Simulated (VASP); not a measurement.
# Ba in VASP: a series of runs

Runs on Ba. Level: PBE. Tasks: single point.

Program: VASP 6.6.1. These are calculated values, not measurements. Logs are shortened: lines on timing, memory, paths and dates and some standing lists are left out, and cuts for length are marked.

## Step 1: The cell of the first run

Symmetry: Cmcm, No. 63, orthorhombic system. The conventional cell has a = 6.933 Å, b = 5.000 Å, c = 7.168 Å, α = 90.00°, β = 90.00°, γ = 90.00°. Ba (site symmetry m2m) has 14 Ba at 4.27 to 5.00 Å within 5.6 Å.

## Step 2: Single point, PBE (strained)

File INCAR:

```
PREC     = Accurate       # precision mode
ENCUT    = 520            # plane-wave cutoff, eV
EDIFF    = 1E-6           # SCF threshold, eV
ISMEAR   = 0              # smearing method
SIGMA    = 0.1            # smearing width, eV
LREAL    = F              # projectors in reciprocal space
LASPH    = T              # aspherical terms in the spheres
NELM     = 100            # most SCF steps
ALGO     = Fast           # electronic algorithm
ISIF     = 2              # what is computed and relaxed
LWAVE    = F              # write WAVECAR
LCHARG   = F              # write CHGCAR
GGA      = PE             # functional
NBANDS   = 17             # bands
```

File KPOINTS:

```
regular mesh
0
Gamma
  10 10 6
```

File POSCAR:

```
Ba
1.0
    3.4667440865     -2.5002423240      0.0000000000
    3.4667440865      2.5002423240      0.0000000000
    0.0000000000      0.0000000000      7.1684750445
Ba
2
Direct
    0.7666396444      0.2333603556      0.2500000000
    0.2333603556      0.7666396444      0.7500000000
```

Potentials or basis: VASP PAW PBE potentials, release 64 (Ba_sv).

Command:

```sh
$ cat potpaw_PBE.64/Ba_sv/POTCAR > POTCAR
$ mpirun -np 1 vasp_std > vasp.out
```

OUTCAR:

```text
PREC = Accurate
   ENCUT = 520
   EDIFF = 1E-6
   ISMEAR = 0
   LREAL = F
   LASPH = T
   NELM = 100
   ISIF = 2
   GGA = PE

 ion  position               nearest neighbor table
   1  0.767  0.233  0.250-   2 4.28   2 4.28   2 4.47   2 4.47
   2  0.233  0.767  0.750-   1 4.28   1 4.28   1 4.47   1 4.47

  LATTYP: Found a base centered orthorhombic cell.
 ALAT       =     5.0004846480
 B/A-ratio  =     1.3865632356
 C/A-ratio  =     1.4335560549

  Lattice vectors:

 A1 = (  -3.4667440865,  -2.5002423240,   0.0000000000)
 A2 = (   3.4667440865,  -2.5002423240,   0.0000000000)
 A3 = (   0.0000000000,   0.0000000000,   7.1684750445)

Analysis of symmetry for initial positions (statically):
=====================================================================
 Subroutine PRICEL returns:
 Original cell was already a primitive cell.

 Routine SETGRP: Setting up the symmetry group for a
 base centered orthorhombic supercell.

 Subroutine GETGRP returns: Found  8 space group operations
 (whereof  4 operations were pure point group operations)
 out of a pool of  8 trial point group operations.

The static configuration has the point symmetry C_2h.
 The point group associated with its full space group is D_2h.

Analysis of symmetry for dynamics (positions and initial velocities):
=====================================================================
 Subroutine PRICEL returns:
 Original cell was already a primitive cell.

 Routine SETGRP: Setting up the symmetry group for a
 base centered orthorhombic supercell.

 Subroutine GETGRP returns: Found  8 space group operations
 (whereof  4 operations were pure point group operations)
 out of a pool of  8 trial point group operations.

The dynamic configuration has the point symmetry C_2h.
 The point group associated with its full space group is D_2h.

 Subroutine INISYM returns: Found  8 space group operations
 (whereof  4 operations are pure point group operations),
 and found     1 'primitive' translations

----------------------------------------------------------------------------------------

                                     Primitive cell

  volume of cell :     124.2684

  direct lattice vectors                    reciprocal lattice vectors
     3.466744086 -2.500242324  0.000000000     0.144227548 -0.199980616  0.000000000
     3.466744086  2.500242324  0.000000000     0.144227548  0.199980616  0.000000000
     0.000000000  0.000000000  7.168475045     0.000000000  0.000000000  0.139499684

  length of vectors
     4.274286635  4.274286635  7.168475045     0.246564053  0.246564053  0.139499684

  position of ions in fractional coordinates (direct lattice)
     0.766639644  0.233360356  0.250000000
     0.233360356  0.766639644  0.750000000

  ion indices of the primitive-cell ions
   primitive index   ion index
                 1           1
                 2           2

----------------------------------------------------------------------------------------

 KPOINTS: regular mesh

Automatic generation of k-mesh.
 Grid dimensions read from file:
 generate k-points for:   10   10    6

 Generating k-lattice:

  Cartesian coordinates                     Fractional coordinates (reciprocal lattice)
     0.014422755 -0.019998062  0.000000000     0.100000000  0.000000000  0.000000000
     0.014422755  0.019998062  0.000000000     0.000000000  0.100000000  0.000000000
     0.000000000  0.000000000  0.023249947     0.000000000  0.000000000  0.166666667

  Length of vectors
     0.024656405  0.024656405  0.023249947

  Shift w.r.t. Gamma in fractional coordinates (k-lattice)
     0.000000000  0.000000000  0.000000000

 Subroutine IBZKPT returns following result:
 ===========================================

 Found    124 irreducible k-points:

 Following reciprocal coordinates:
            Coordinates               Weight
  0.000000  0.000000  0.000000      1.000000
  0.100000  0.000000  0.000000      4.000000
  0.200000  0.000000  0.000000      4.000000
  0.300000  0.000000  0.000000      4.000000
  0.400000  0.000000  0.000000      4.000000
  0.500000  0.000000  0.000000      2.000000
[... 16 lines left out ...]
  0.300000  0.300000  0.000000      2.000000
  0.400000  0.300000  0.000000      4.000000
 [... further k-points ...]
   k-points           NKPTS =    124   k-points in BZ     NKDIM =    124   number of bands    NBANDS=     17
   number of dos      NEDOS =    301   number of ions     NIONS =      2
   total plane-waves  NPLWV =  55296
   dimension x,y,z NGX =    32 NGY =   32 NGZ =   54
   dimension x,y,z NGXF=    64 NGYF=   64 NGZF=  108
   ions per type =               2
   NGX,Y,Z   is equivalent  to a cutoff of  12.45, 12.45, 12.52 a.u.
   NGXF,Y,Z  is equivalent  to a cutoff of  24.89, 24.89, 25.05 a.u.
 SYSTEM =  unknown system
   PREC   = accura    normal or accurate (medium, high low for compatibility)
   ISTART =      0    job   : 0-new  1-cont  2-samecut
   ICHARG =      2    charge: 1-file 2-atom 10-const
   ISPIN  =      1    spin polarized calculation?
   LNONCOLLINEAR =      F non collinear calculations
   LSORBIT =      F    spin-orbit coupling
   LASPH  =      T    aspherical Exc in radial PAW
   ENCUT  =  520.0 eV  38.22 Ry    6.18 a.u.   7.95  7.95 13.33*2*pi/ulx,y,z
   NELM   =    100;   NELMIN=  2; NELMDL= -5     # of ELM steps
   EDIFF  = 0.1E-05   stopping-criterion for ELM
   LREAL  =      F    real-space projection
   EDIFFG = 0.1E-04   stopping-criterion for IOM
   NSW    =      0    number of steps for IOM
   IBRION =     -1    ionic relax: 0-MD 1-quasi-New 2-CG
   NFREE  =      0    steps in history (QN), initial steepest desc. (CG)
   ISIF   =      2    stress and relaxation
   ISYM   =      2    0-nonsym 1-usesym 2-fastsym
   POTIM  = 0.5000    time-step for ionic-motion
   TEBEG  =    0.0;   TEEND  =   0.0 temperature during run
   PSTRESS=    0.0 pullay stress
   NELECT =      20.0000    total number of electrons
   NUPDOWN=      -1.0000    fix difference up-down
   EMIN   =  10.00;   EMAX   =-10.00  energy-range for DOS
   EFERMI =   0.00;   METHOD = LEGACY
   ISMEAR =     0;   SIGMA  =   0.10  broadening in eV -4-tet -1-fermi 0-gaus
   EFERMI_NEDOS =   21; number of points for ismear=-14 and -15
   IALGO  =     68    algorithm
   IMIX   =      4    mixing-type and parameters
     AMIX     =   0.40;   BMIX     =  1.00
     AMIX_MAG =   1.60;   BMIX_MAG =  1.00
  volume/ion in A,a.u.               =      62.13       419.30
  Fermi-wavevector in a.u.,A,eV,Ry     =   0.890495  1.682791 10.789156  0.792981
  Thomas-Fermi vector in A             =   2.012193
   LORBIT       =      0    0 simple, 1 ext, 2 COOP (PROOUT), +10 PAW based schemes
   GGA     = PE    functional components
   LHFCALC =     F    Hartree Fock is set to
   AEXX    =    0.0000 exact exchange contribution
   IVDW    =     0    specifies the selected vdW correction
   LEPSILON=     F    determine dielectric tensor
   LRPA    =     F    only Hartree local field effects (RPA)
 non-spin polarized calculation
 RMM-DIIS sequential band-by-band and
 Gauss-broadening in eV      SIGMA  =   0.10
  energy-cutoff  :      520.00
  volume of cell :      124.27
 maximum number of plane-waves:      3376
   NGX = 15   NGY = 15   NGZ = 27

 number of electron      19.9999997 magnetization

 Free energy of the ion-electron system (eV)
  ---------------------------------------------------
  ext. energy  EPLUGINS =         0.00000000
  ---------------------------------------------------
  free energy    TOTEN  =        -3.80694938 eV

  energy without entropy =       -3.79480298  energy(sigma->0) =       -3.80087618

 E-fermi :   1.6772     XC(G=0):  -7.4528

 val. band max:        1.6720299304   @ k =  -0.4000   0.2000   0.1667
 cond. band min:       1.6801955052   @ k =   0.4000   0.0000   0.0000
 fundamental gap:      0.0081655748
 Fermi energy:         1.6771592865

 k-point     1 :       0.0000    0.0000    0.0000
  band No.  band energies     occupation
      1     -27.1750      2.00000
      2     -27.1330      2.00000
      3     -12.5826      2.00000
      4     -12.2484      2.00000
      5     -12.1237      2.00000
      6     -12.1155      2.00000
[... 9 lines left out ...]
     16       4.9749      0.00000
     17       5.0382      0.00000

 k-point     2 :       0.1000    0.0000    0.0000
  band No.  band energies     occupation
      1     -27.1716      2.00000
      2     -27.1315      2.00000
      3     -12.5680      2.00000
      4     -12.2654      2.00000
      5     -12.1519      2.00000
      6     -12.1301      2.00000
[... 9 lines left out ...]
     16       4.7550      0.00000
     17       4.9424      0.00000

 k-point     3 :       0.2000    0.0000    0.0000
  band No.  band energies     occupation
      1     -27.1624      2.00000
      2     -27.1279      2.00000
      3     -12.5268      2.00000
      4     -12.3301      2.00000
      5     -12.2567      2.00000
      6     -12.1558      2.00000
[... 9 lines left out ...]
     16       4.5257      0.00000
     17       5.0002      0.00000

 k-point     4 :       0.3000    0.0000    0.0000
  band No.  band energies     occupation
      1     -27.1501      2.00000
      2     -27.1241      2.00000
      3     -12.4662      2.00000
      4     -12.4278      2.00000
      5     -12.3834      2.00000
      6     -12.1842      2.00000
[... 9 lines left out ...]
     16       4.7914      0.00000
     17       5.1415      0.00000
[... 343 lines left out ...]
      1     -27.1454      2.00000
      2     -27.1257      2.00000
      3     -12.4319      2.00000
      4     -12.3425      2.00000
      5     -12.3144      2.00000
      6     -12.2874      2.00000
[... 9 lines left out ...]
     16       4.2436      0.00000
     17       5.5564      0.00000

 k-point    23 :       0.3000    0.3000    0.0000
  band No.  band energies     occupation
      1     -27.1411      2.00000
      2     -27.1070      2.00000
      3     -12.4794      2.00000
      4     -12.4485      2.00000
      5     -12.3824      2.00000
      6     -12.3566      2.00000
[... 9 lines left out ...]
     16       4.7056      0.00000
     17       5.1315      0.00000

 k-point    24 :       0.4000    0.3000    0.0000
  band No.  band energies     occupation
      1     -27.1334      2.00000
      2     -27.1026      2.00000
      3     -12.5171      2.00000
      4     -12.4525      2.00000
      5     -12.4490      2.00000
      6     -12.3598      2.00000
[... 9 lines left out ...]
     16       5.1465      0.00000
     17       5.1577      0.00000

 [... further k-points ...]
[... 5 lines left out ...]
  --------------------------------------------------------------------------------------
  -------------------------------------------------------------------------------------
  Total        0.4155198      0.1611319     -0.0681769      0.0000000      0.0000000      0.0000000
  in kB        5.3572468      2.0774539     -0.8789971      0.0000000      0.0000000      0.0000000
  external PRESSURE =       2.1852346 kB  Pullay stress =       0.0000000 kB

 VOLUME and BASIS-vectors are now :
 -----------------------------------------------------------------------------
  energy-cutoff  :      520.00
  volume of cell :      124.27
      direct lattice vectors                 reciprocal lattice vectors
     3.466744086 -2.500242324  0.000000000     0.144227548 -0.199980616  0.000000000
     3.466744086  2.500242324  0.000000000     0.144227548  0.199980616  0.000000000
     0.000000000  0.000000000  7.168475045     0.000000000  0.000000000  0.139499684

 POSITION                                       TOTAL-FORCE (eV/Angst)
 -----------------------------------------------------------------------------------
      3.46674     -1.33333      1.79212         0.000000      0.105376      0.000000
      3.46674      1.33333      5.37636         0.000000     -0.105376     -0.000000
 -----------------------------------------------------------------------------------
    total drift:                                0.000000      0.000000     -0.000000

  FREE ENERGIE OF THE ION-ELECTRON SYSTEM (eV)
  ---------------------------------------------------
  free  energy   TOTEN  =        -3.8069493757 eV

  energy  without entropy=       -3.7948029799  energy(sigma->0) =       -3.80087618
```

Run time: 84 s. Hardware: 1 thread of Intel Xeon 6975P-C (Granite Rapids), shared host; peak memory 0.37 GiB.

Results:

```
Free energy            : -3.8069 eV
Pressure               : 0.2 GPa
Largest force          : 0.105 eV/Å
Band gap on the k mesh : zero (bands 10 and 11 overlap by 1.02 eV)
```

Forces on the atoms (eV/Å):
```
Ba   0.000  0.105  0.000
Ba   0.000 -0.105  0.000
```

Caveat: the cell differs from its parent crystal (strained); spin-orbit coupling is left out, which moves the levels of the heavy elements.

## Step 3: Single point, PBE (strained and its atoms moved)

File INCAR:

```
SYSTEM = Ba
PREC = Accurate ; ENCUT = 520
EDIFF = 1E-6 ; ISMEAR = 0
SIGMA = 0.1 ; LREAL = .FALSE.
LASPH = .TRUE. ; NELM = 60
ALGO = Fast ; ISIF = 2
LWAVE = .FALSE. ; LCHARG = .FALSE.
GGA = PE ; NBANDS = 17
```

File KPOINTS:

```
Automatic mesh
0
G
  10 10 6
  0 0 0
```

File POSCAR:

```
Ba
1.0
    3.6198973183     -2.5665879195     -0.0352353003
    3.6198973183      2.5665879195     -0.0352353003
   -0.0705343432      0.0000000000      6.8577212918
Ba
2
Direct
    0.7169754584      0.2830245416      0.2500000000
    0.2830245416      0.7169754584      0.7500000000
```

Potentials or basis: VASP PAW PBE potentials, release 64 (Ba_sv).

Command:

```sh
$ cat potpaw_PBE.64/Ba_sv/POTCAR > POTCAR
$ mpirun -np 1 vasp_std > vasp.out
```

It took 2.4 min on 1 thread of Intel Xeon 6975P-C (Granite Rapids), shared host; peak memory 0.47 GiB.

The run converged. Its results:

- Free energy: -3.7632 eV
- Pressure: 0.0 GPa
- Largest force: 0.268 eV/Å
- Band gap on the k mesh: zero (bands 10 and 11 overlap by 0.87 eV)

Forces on the atoms (eV/Å):
```
Ba   0.000 -0.268  0.000
Ba   0.000  0.268  0.000
```

Stress tensor (GPa, compression positive):
```
-0.61  0.00  0.05
 0.00 -0.17  0.00
 0.05  0.00  0.74
```

Levels at points of the mesh, in eV from the Fermi level:
```csv
k point,band 6,band 7,band 8,band 9,band 10,band 11,band 12,band 13,band 14,band 15
"(0.00, 0.00, 0.00)",-13.87,-13.85,-13.82,-2.71,-0.79,0.67,1.45,1.70,1.86,1.91
"(0.50, 0.00, 0.00)",-13.95,-13.91,-13.91,-0.56,-0.31,0.37,0.85,0.88,0.91,2.83
"(0.50, 0.50, 0.00)",-14.10,-13.97,-13.84,-0.88,-0.51,-0.48,0.64,1.13,3.08,4.06
"(0.00, 0.00, 0.50)",-13.92,-13.87,-13.87,-1.64,-1.64,1.14,1.14,1.24,1.24,2.86
"(0.50, 0.00, 0.50)",-13.99,-13.85,-13.84,-0.86,-0.85,0.64,0.75,1.23,1.31,3.06
"(0.50, 0.50, 0.50)",-14.14,-13.98,-13.98,-0.15,-0.15,0.18,0.18,1.46,1.46,2.34
```

Caveat: the cell differs from its parent crystal (strained and its atoms moved); spin-orbit coupling is left out, which moves the levels of the heavy elements.

## Step 4: Single point, PBE (strained and its atoms moved)

File INCAR:

```
SYSTEM = Ba
  PREC = Accurate
  ENCUT = 520
  EDIFF = 1E-6
  ISMEAR = 0
  SIGMA = 0.1
  LREAL = .False.
  LASPH = .True.
  NELM = 100
  ALGO = Fast
  ISIF = 2
  LWAVE = .False.
  LCHARG = .False.
  GGA = PE
  NBANDS = 17
```

File KPOINTS:

```
Automatic mesh
0
Gamma
  10 10 6
  0 0 0
```

File POSCAR:

```
Ba
1.0
    3.5437969245     -2.4754996415      0.0000000000
    3.5941350091      2.5473351161      0.0000000000
    0.0000000000      0.0000000000      7.1159158142
Ba
2
Direct
    0.7805916036      0.2290600930      0.2500000000
    0.2194083964      0.7709399070      0.7500000000
```

Command:

```sh
$ cat potpaw_PBE.64/Ba_sv/POTCAR > POTCAR
$ mpirun -np 1 vasp_std > vasp.out
```

It took 2.9 min on 1 thread of Intel Xeon 6975P-C (Granite Rapids), shared host; peak memory 0.51 GiB.

Results (log left out):

```
Free energy            : -3.7975 eV
Pressure               : 0.0 GPa
Largest force          : 0.175 eV/Å
Band gap on the k mesh : zero (bands 10 and 11 overlap by 0.91 eV)
```

Forces on the atoms (eV/Å):
```
Ba  -0.004  0.175  0.000
Ba   0.004 -0.175  0.000
```

Stress tensor (GPa, compression positive):
```
-0.11 -0.17  0.00
-0.17 -0.07  0.00
 0.00  0.00  0.11
```

Levels at points of the mesh, in eV from the Fermi level:
```tsv
k point	band 7	band 8	band 9	band 10	band 11	band 12	band 13	band 14
(0.00, 0.00, 0.00)	-13.85	-13.84	-2.72	-0.85	0.74	1.23	1.71	1.87
(0.50, 0.00, 0.00)	-13.91	-13.90	-0.51	-0.28	0.26	0.76	0.85	0.95
(0.00, 0.50, 0.00)	-13.90	-13.89	-0.53	-0.37	0.35	0.67	0.79	0.91
(0.50, 0.50, 0.00)	-13.99	-13.85	-0.87	-0.52	-0.48	0.77	1.21	2.97
(0.00, 0.00, 0.50)	-13.85	-13.85	-1.72	-1.72	1.14	1.14	1.18	1.18
(0.50, 0.00, 0.50)	-13.86	-13.86	-0.85	-0.85	0.67	0.67	1.31	1.31
(0.00, 0.50, 0.50)	-13.85	-13.85	-0.87	-0.87	0.66	0.66	1.21	1.21
(0.50, 0.50, 0.50)	-13.99	-13.99	-0.22	-0.22	0.18	0.18	1.58	1.58
```

Caveat: the cell differs from its parent crystal (strained and its atoms moved); spin-orbit coupling is left out, which moves the levels of the heavy elements.

## Step 5: Single point, PBE (one atom moved)

File INCAR:

```
SYSTEM = Ba
ALGO = Fast
EDIFF = 1E-7
ENCUT = 520
GGA = PE
ISIF = 2
ISMEAR = 0
LASPH = .TRUE.
LCHARG = .FALSE.
LREAL = .FALSE.
LWAVE = .FALSE.
NBANDS = 17
NELM = 80
PREC = Accurate
SIGMA = 0.1
```

File KPOINTS:

```
k-points
0
G
  10 10 6
  0 0 0
```

File POSCAR:

```
Ba
1.0
    3.5917737300     -2.5169042300      0.0000000000
    3.5917737300      2.5169042300      0.0000000000
    0.0000000000      0.0000000000      7.1900451800
Ba
2
Direct
    0.7467739700      0.2532260300      0.2500000000
    0.2560569473      0.7797331691      0.7520848270
```

Command:

```sh
$ cat potpaw_PBE.64/Ba_sv/POTCAR > POTCAR
$ mpirun -np 1 vasp_std > vasp.out
```

It took 5.6 min on 1 thread of Intel Xeon 6975P-C (Granite Rapids), shared host; peak memory 0.67 GiB.

Results (log left out):

```yaml
Free_energy: -3.8185 eV
Pressure: -0.2 GPa
Largest_force: 0.039 eV/Å
Band_gap_on_the_k_mesh: zero (bands 10 and 11 overlap by 0.88 eV)
```

Forces on the atoms (eV/Å):
```
Ba   0.017  0.029  0.020
Ba  -0.017 -0.029 -0.020
```

Levels at points of the mesh, in eV from the Fermi level:
```csv
k point,band 8,band 9,band 10,band 11,band 12,band 13
"(0.00, 0.00, 0.00)",-13.89,-2.72,-0.86,0.75,1.15,1.78
"(0.50, 0.00, 0.00)",-13.93,-0.45,-0.42,0.44,0.53,0.75
"(0.00, 0.50, 0.00)",-13.93,-0.49,-0.39,0.37,0.59,0.75
"(0.50, 0.50, 0.00)",-13.89,-0.86,-0.49,-0.48,0.75,1.15
"(0.00, 0.00, 0.50)",-13.89,-1.75,-1.74,1.11,1.16,1.18
"(0.50, 0.00, 0.50)",-13.90,-0.86,-0.86,0.69,0.69,1.18
"(0.00, 0.50, 0.50)",-13.90,-0.86,-0.85,0.68,0.68,1.18
"(0.50, 0.50, 0.50)",-14.04,-0.22,-0.22,0.17,0.19,1.78
```

Caveat: the cell differs from its parent crystal (one atom moved); spin-orbit coupling is left out, which moves the levels of the heavy elements.

## Step 6: Summary

```csv
cell,further INCAR settings,gap on the mesh (eV),pressure (GPa),largest force (eV/Å)
"a = 4.274, b = 4.274, c = 7.168 Å, angles 90.0, 90.0, 71.6°, 2 atoms, atomic positions A",ALGO = Fast; EDIFF = 1e-06; NBANDS = 17,none,0.2,0.11
"a = 4.438, b = 4.438, c = 6.858 Å, angles 90.9, 90.9, 70.7°, 2 atoms, atomic positions B",ALGO = Fast; EDIFF = 1e-06; NBANDS = 17,none,0.0,0.27
"a = 4.323, b = 4.405, c = 7.116 Å, angles 90.0, 90.0, 70.3°, 2 atoms, atomic positions C",ALGO = Fast; EDIFF = 1e-06; NBANDS = 17,none,0.0,0.18
"a = 4.386, b = 4.386, c = 7.190 Å, angles 90.0, 90.0, 70.0°, 2 atoms, atomic positions D",ALGO = Fast; EDIFF = 1e-07; NBANDS = 17,none,-0.2,0.04
```

Alike in all rows: task single point; level PBE; potentials or basis VASP PAW PBE potentials, release 64 (Ba_sv); no spin polarisation; k mesh 10 × 10 × 6; cutoff (eV) 520; smearing gaussian 0.1 eV.

Caveats: spin-orbit coupling is left out, which moves the levels of the heavy elements.

Absolute energies hang on the potentials; compare differences alone.
